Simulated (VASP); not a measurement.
Crystal: Tl.

```
CELL_PARAMETERS angstrom
3.45600 0.00000 0.00000
-1.72800 2.99298 0.00000
0.00000 0.00000 5.52500
ATOMIC_POSITIONS crystal
Tl 0.33333 0.66667 0.25000
Tl 0.66667 0.33333 0.75000
```

| Item | Value |
| --- | --- |
| Program | VASP 6.6.1 |
| Task | relaxation of cell and atoms |
| Functional | PBEsol |
| Potentials or basis | VASP PAW PBE potentials, release 64 (Tl_d) |
| Cutoff | 600 eV |
| k mesh | 7 × 7 × 4 |
| Occupations | gaussian, width 0.1 eV |
| Spin | no spin polarisation |

At the start: pressure 0.1 GPa; volume 28.57 Å³/atom.

Q: Where does the relaxation end?

A: Over 5 steps the energy falls by 2.8 meV/atom and the volume is 28.53 Å³/atom (-0.1 %); space group P6_3/mmc (No. 194, to 0.1 Å) before and after.

Step by step:
```tsv
step	energy change (eV)	largest force (eV/Å)	pressure (GPa)	volume (Å³)
1	0.0000	0.0000	0.09	57.15
2	-0.0033	0.0000	-0.05	57.28
3	-0.0053	0.0000	-0.20	57.44
4	-0.0054	0.0000	-0.22	57.48
5	-0.0057	0.0000	0.02	57.07
```

Final structure:
```
Tl
1.0
     3.41700    0.00000    0.00000
    -1.70850    2.95921    0.00000
     0.00000    0.00000    5.64390
Tl
2
Direct
  0.33333 0.66667 0.25000
  0.66667 0.33333 0.75000
```

Caveat: the PAW data sets were made with another functional, which shifts forces and pressure a little.
